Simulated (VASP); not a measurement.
# Co (Fm-3m) in VASP: a series of runs, part 2 of 2

VASP 6.6.1.

**3. Single point, PBEsol, collinear spin, ferromagnetic start (9.19 Å³/atom)**

This run uses another cell than the first one, of 9.19 Å³/atom.

Input file INCAR:

```
ALGO = Normal
EDIFF = 1E-6
ENCUT = 520
GGA = PS
ISIF = 2
ISMEAR = -1
ISPIN = 2
LASPH = True
LCHARG = False
LMAXMIX = 4
LORBIT = 11
LREAL = False
LWAVE = False
MAGMOM = 1.673
NBANDS = 14
NELM = 150
PREC = Accurate
SIGMA = 0.05
```

Input file KPOINTS:

```
k-points
0
Gamma
  17 17 17
```

Input file POSCAR:

```
Co
1.0
    0.0000000000      1.6624982713      1.6624982713
    1.6624982713      0.0000000000      1.6624982713
    1.6624982713      1.6624982713      0.0000000000
Co
1
Direct
    0.0000000000      0.0000000000      0.0000000000
```

Potentials or basis: VASP PAW PBE potentials, release 64 (Co).

Started as:

```console
> cat potpaw_PBE.64/Co/POTCAR > POTCAR
> mpirun -np 1 vasp_std > vasp.out
```

OUTCAR:

```text
EDIFF = 1E-6
   ENCUT = 520
   GGA = PS
   ISIF = 2
   ISMEAR = -1
   ISPIN = 2
   LASPH = True
   LORBIT = 11
   LREAL = False
   NELM = 150
   PREC = Accurate

 ion  position               nearest neighbor table
   1  0.000  0.000  0.000-

  LATTYP: Found a face centered cubic cell.
 ALAT       =     3.3249965426

  Lattice vectors:

 A1 = (   0.0000000000,   1.6624982713,   1.6624982713)
 A2 = (   1.6624982713,   0.0000000000,   1.6624982713)
 A3 = (   1.6624982713,   1.6624982713,   0.0000000000)

Analysis of symmetry for initial positions (statically):
=====================================================================
 Subroutine PRICEL returns:
 Original cell was already a primitive cell.

 Routine SETGRP: Setting up the symmetry group for a
 face centered cubic supercell.

 Subroutine GETGRP returns: Found 48 space group operations
 (whereof 48 operations were pure point group operations)
 out of a pool of 48 trial point group operations.

The static configuration has the point symmetry O_h .

[... 604 lines left out ...]
     10      42.9013      0.00000
     11      47.3286      0.00000
     12      47.3286      0.00000
     13      47.3286      0.00000
     14      48.5165      0.00000
[... 379 lines left out ...]
      3      11.4508      1.00000
      4      11.4519      1.00000
      5      12.6971      0.45816
      6      12.9995      0.00199
      7      35.2738      0.00000
      8      37.7791      0.00000
      9      41.4132      0.00000
     10      43.8052      0.00000
     11      45.8828      0.00000
     12      47.6115      0.00000
     13      50.5346      0.00000
     14      52.0512      0.00000

 [... further k-points ...]

------------------------ aborting loop because EDIFF is reached ----------------------------------------

  FORCE on cell =-STRESS in cart. coord.  units (eV):
  Direction    XX          YY          ZZ          XY          YZ          ZX
  --------------------------------------------------------------------------------------
  -------------------------------------------------------------------------------------
  Total        2.2021233      2.2021233      2.2021233     -0.0000000     -0.0000000     -0.0000000
  in kB      383.9181249    383.9181249    383.9181249     -0.0000000     -0.0000000     -0.0000000
  external PRESSURE =     383.9181249 kB  Pullay stress =       0.0000000 kB

 VOLUME and BASIS-vectors are now :
 -----------------------------------------------------------------------------
  energy-cutoff  :      520.00
  volume of cell :        9.19
      direct lattice vectors                 reciprocal lattice vectors
     0.000000000  1.662498271  1.662498271    -0.300752192  0.300752192  0.300752192
     1.662498271  0.000000000  1.662498271     0.300752192 -0.300752192  0.300752192
     1.662498271  1.662498271  0.000000000     0.300752192  0.300752192 -0.300752192

 POSITION                                       TOTAL-FORCE (eV/Angst)
 -----------------------------------------------------------------------------------
      0.00000      0.00000      0.00000         0.000000     -0.000000     -0.000000
 -----------------------------------------------------------------------------------
    total drift:                                0.000000     -0.000000     -0.000000

  FREE ENERGIE OF THE ION-ELECTRON SYSTEM (eV)
  ---------------------------------------------------
  free  energy   TOTEN  =        -7.5926772595 eV

  energy  without entropy=       -7.5840666133  energy(sigma->0) =       -7.58837194

 total charge

# of ion       s       p       d       tot
------------------------------------------
    1        0.568   0.688   7.397   8.653

 magnetization (x)

# of ion       s       p       d       tot
------------------------------------------
    1       -0.014  -0.044   1.510   1.451
```

OSZICAR:

```text
N       E                     dE             d eps       ncg     rms          rms(c)
DAV:   1     0.270859471405E+02    0.27086E+02   -0.37610E+03  9788   0.791E+02
DAV:   2    -0.764173889530E+01   -0.34728E+02   -0.32343E+02 10170   0.152E+02
DAV:   3    -0.878403809308E+01   -0.11423E+01   -0.11260E+01 11544   0.285E+01
DAV:   4    -0.879003565299E+01   -0.59976E-02   -0.59966E-02 11170   0.196E+00
DAV:   5    -0.879008804807E+01   -0.52395E-04   -0.52396E-04 12024   0.180E-01    0.134E+01
DAV:   6    -0.771353615136E+01    0.10766E+01   -0.10676E+01 12072   0.387E+01    0.366E+00
DAV:   7    -0.760411309713E+01    0.10942E+00   -0.79096E-01 10774   0.101E+01    0.250E+00
DAV:   8    -0.759374449067E+01    0.10369E-01   -0.18941E-02 12854   0.909E-01    0.171E+00
DAV:   9    -0.759311204108E+01    0.63245E-03   -0.10335E-02 13050   0.889E-01    0.568E-01
DAV:  10    -0.759267203751E+01    0.44000E-03   -0.98155E-04 13024   0.287E-01    0.276E-01
DAV:  11    -0.759257236532E+01    0.99672E-04   -0.12214E-03 11682   0.328E-01    0.146E-01
DAV:  12    -0.759266262112E+01   -0.90256E-04   -0.13612E-04 12448   0.102E-01    0.599E-02
DAV:  13    -0.759267397281E+01   -0.11352E-04   -0.82518E-06 10714   0.245E-02    0.328E-02
DAV:  14    -0.759267734914E+01   -0.33763E-05   -0.16905E-05 10824   0.343E-02    0.235E-03
DAV:  15    -0.759267725946E+01    0.89675E-07   -0.13844E-07  5798   0.335E-03
   1 F= -.75926773E+01 E0= -.75883719E+01  d E =-.861065E-02  mag=     1.4663
```

stdout:

```text
POSCAR found type information on POSCAR Co
 POSCAR found :  1 types and       1 ions
 scaLAPACK will be used
 -----------------------------------------------------------------------------
|                                                                             |
|                                                                             |
|     You enforced a specific xc type in the INCAR file but a different       |
|     I HOPE YOU KNOW WHAT YOU ARE DOING!                                     |
|                                                                             |
 -----------------------------------------------------------------------------

 LDA part: xc-table for (Slater+PW92), standard interpolation
 POSCAR, INCAR and KPOINTS ok, starting setup
 FFT: planning ... GRIDC
 FFT: planning ... GRID_SOFT
 FFT: planning ... GRID
 WAVECAR not read
 entering main loop
```

Run time: 93 s. Hardware: 1 thread of Intel Xeon 8259CL, shared host; peak memory 0.15 GiB.

What came out:

```
Free energy                                           : -7.5927 eV
Pressure                                              : 38.4 GPa
Net moment                                            : 1.47 μB per cell
Site moments                                          : Co +1.45 μB
Valence electrons inside the program's atomic spheres : Co 8.65
```

Caveat: the cell stands under pressure; the PAW data sets were made with another functional, which shifts forces and pressure a little.

**4. Single point, PBEsol, collinear spin, ferromagnetic start (9.61 Å³/atom)**

This run uses another cell than the first one, of 9.61 Å³/atom.

Input file INCAR:

```
SYSTEM = Co
  ALGO = Normal
  EDIFF = 1E-6
  ENCUT = 520
  GGA = PS
  ISIF = 2
  ISMEAR = -1
  ISPIN = 2
  LASPH = .True.
  LCHARG = .False.
  LMAXMIX = 4
  LORBIT = 11
  LREAL = .False.
  LWAVE = .False.
  MAGMOM = 1.673
  NBANDS = 14
  NELM = 150
  PREC = Accurate
  SIGMA = 0.05
```

Input file KPOINTS:

```
k-points
0
Gamma
  17 17 17
  0 0 0
```

Input file POSCAR:

```
Co
1.0
    0.0000000000      1.6873153371      1.6873153371
    1.6873153371      0.0000000000      1.6873153371
    1.6873153371      1.6873153371      0.0000000000
Co
1
Direct
    0.0000000000      0.0000000000      0.0000000000
```

Started as:

```console
> cat potpaw_PBE.64/Co/POTCAR > POTCAR
> mpirun -np 1 vasp_std > vasp.out
```

Run time: 89 s. Hardware: 1 thread of Intel Xeon 8259CL, shared host; peak memory 0.15 GiB.

The run converged. Its results:

| Quantity | Value |
| --- | --- |
| Free energy | -7.6702 eV |
| Pressure | 21.6 GPa |
| Net moment | 1.50 μB per cell |
| Site moments | Co +1.50 μB |
| Valence electrons inside the program's atomic spheres | Co 8.54 |

Levels at points of the mesh, in eV from the Fermi level:
Spin up:
```tsv
k point	band 2	band 3	band 4	band 5	band 6	band 7	band 8	band 9
(0.00, 0.00, 0.00)	-2.85	-2.85	-2.85	-1.49	-1.49	24.01	29.32	29.32
```
Spin down:
```
           k point  band 1  band 2  band 3  band 4  band 5  band 6  band 7  band 8  band 9
(0.00, 0.00, 0.00)   -9.69   -1.38   -1.38   -1.38    0.26    0.26   23.86   29.48   29.48
```

Caveat: the cell stands under pressure; the PAW data sets were made with another functional, which shifts forces and pressure a little.

**5. Single point, PBEsol, collinear spin, ferromagnetic start (10.03 Å³/atom)**

This run uses another cell than the first one, of 10.03 Å³/atom.

Input file INCAR:

```
SYSTEM = Co
PREC = Accurate ; ENCUT = 520
EDIFF = 1E-7 ; ISMEAR = -1
SIGMA = 0.05 ; LREAL = .False.
LASPH = .True. ; NELM = 150
ALGO = Normal ; ISIF = 2
LWAVE = .False. ; LCHARG = .False.
ISPIN = 2 ; MAGMOM = 1.673
LORBIT = 11 ; LMAXMIX = 4
GGA = PS ; NBANDS = 14
```

Input file KPOINTS:

```
regular mesh
0
Gamma
  17 17 17
  0 0 0
```

Input file POSCAR:

```
Co
1.0
    0.0000000000      1.7114230990      1.7114230990
    1.7114230990      0.0000000000      1.7114230990
    1.7114230990      1.7114230990      0.0000000000
Co
1
Direct
    0.0000000000      0.0000000000      0.0000000000
```

Started as:

```console
> cat potpaw_PBE.64/Co/POTCAR > POTCAR
> mpirun -np 1 vasp_std > vasp.out
```

Run time: 91 s. Hardware: 1 thread of Intel Xeon 8259CL, shared host; peak memory 0.15 GiB.

It converged, with:

```
Free energy                                           : -7.7090 eV
Pressure                                              : 8.8 GPa
Net moment                                            : 1.55 μB per cell
Site moments                                          : Co +1.55 μB
Valence electrons inside the program's atomic spheres : Co 8.44
```

Levels at points of the mesh, in eV from the Fermi level:
Spin up:
| k point | band 1 | band 2 | band 3 | band 4 | band 5 | band 6 | band 7 | band 8 | band 9 | band 10 |
| --- | --- | --- | --- | --- | --- | --- | --- | --- | --- | --- |
| (0.00, 0.00, 0.00) | -9.53 | -2.79 | -2.79 | -2.79 | -1.54 | -1.54 | 23.65 | 28.63 | 28.63 | 28.63 |
Spin down:
```tsv
k point	band 1	band 2	band 3	band 4	band 5	band 6	band 7	band 8	band 9
(0.00, 0.00, 0.00)	-9.44	-1.29	-1.29	-1.29	0.28	0.28	23.48	28.79	28.79
```

Caveat: the cell stands under pressure; the PAW data sets were made with another functional, which shifts forces and pressure a little.

**6. Single point, PBEsol, collinear spin, ferromagnetic start (10.44 Å³/atom)**

Input file INCAR:

```
SYSTEM = Co
ALGO = Normal
EDIFF = 1E-6
ENCUT = 520
GGA = PS
ISIF = 2
ISMEAR = -1
ISPIN = 2
LASPH = .TRUE.
LCHARG = .FALSE.
LMAXMIX = 4
LORBIT = 11
LREAL = .FALSE.
LWAVE = .FALSE.
MAGMOM = 1.673
NBANDS = 14
NELM = 150
PREC = Accurate
SIGMA = 0.05
```

Input file KPOINTS:

```
k-points
0
G
  17 17 17
  0 0 0
```

Input file POSCAR:

```
Co
1.0
    0.0000000000      1.7348701647      1.7348701647
    1.7348701647      0.0000000000      1.7348701647
    1.7348701647      1.7348701647      0.0000000000
Co
1
Direct
    0.0000000000      0.0000000000      0.0000000000
```

Potentials or basis: VASP PAW PBE potentials, release 64 (Co).

Started as:

```console
> cat potpaw_PBE.64/Co/POTCAR > POTCAR
> mpirun -np 1 vasp_std > vasp.out
```

Run time: 76 s. Hardware: 1 thread of Intel Xeon 8259CL, shared host; peak memory 0.15 GiB.

Results (log left out):

| Item | Value |
| --- | --- |
| Free energy | -7.7187 eV |
| Pressure | -1.0 GPa |
| Net moment | 1.63 μB per cell |
| Site moments | Co +1.63 μB |
| Valence electrons inside the program's atomic spheres | Co 8.35 |

Levels at points of the mesh, in eV from the Fermi level:
Spin up:
```tsv
k point	band 3	band 4	band 5	band 6	band 7	band 8
(0.00, 0.00, 0.00)	-2.76	-2.76	-1.60	-1.60	23.30	27.95
```
Spin down:
| k point | band 1 | band 2 | band 3 | band 4 | band 5 | band 6 | band 7 | band 8 | band 9 |
| --- | --- | --- | --- | --- | --- | --- | --- | --- | --- |
| (0.00, 0.00, 0.00) | -9.20 | -1.19 | -1.19 | -1.19 | 0.30 | 0.30 | 23.12 | 28.14 | 28.14 |

Caveat: the PAW data sets were made with another functional, which shifts forces and pressure a little.

**7. Summary**

| cell | k mesh | gap on the mesh (eV) | pressure (GPa) | moment (μB) |
| --- | --- | --- | --- | --- |
| a = 2.453 Å, angles 60.0°, 1 atom | 15 × 15 × 15 | none | -0.9 | 1.63 |
| a = 2.351 Å, angles 60.0°, 1 atom | 17 × 17 × 17 | none | 38.4 | 1.47 |
| a = 2.386 Å, angles 60.0°, 1 atom | 17 × 17 × 17 | none | 21.6 | 1.50 |
| a = 2.420 Å, angles 60.0°, 1 atom | 17 × 17 × 17 | none | 8.8 | 1.55 |
| a = 2.453 Å, angles 60.0°, 1 atom | 17 × 17 × 17 | none | -1.0 | 1.63 |

Alike in all rows: task single point; level PBEsol; potentials or basis VASP PAW PBE potentials, release 64 (Co); spin collinear, ferromagnetic start; cutoff (eV) 520; smearing fermi-dirac 0.05 eV.

Caveats: the PAW data sets were made with another functional, which shifts forces and pressure a little; the cell stands under pressure (at least some runs).

Total energies depend on the potentials used, so only differences within one code and one set of settings carry meaning.
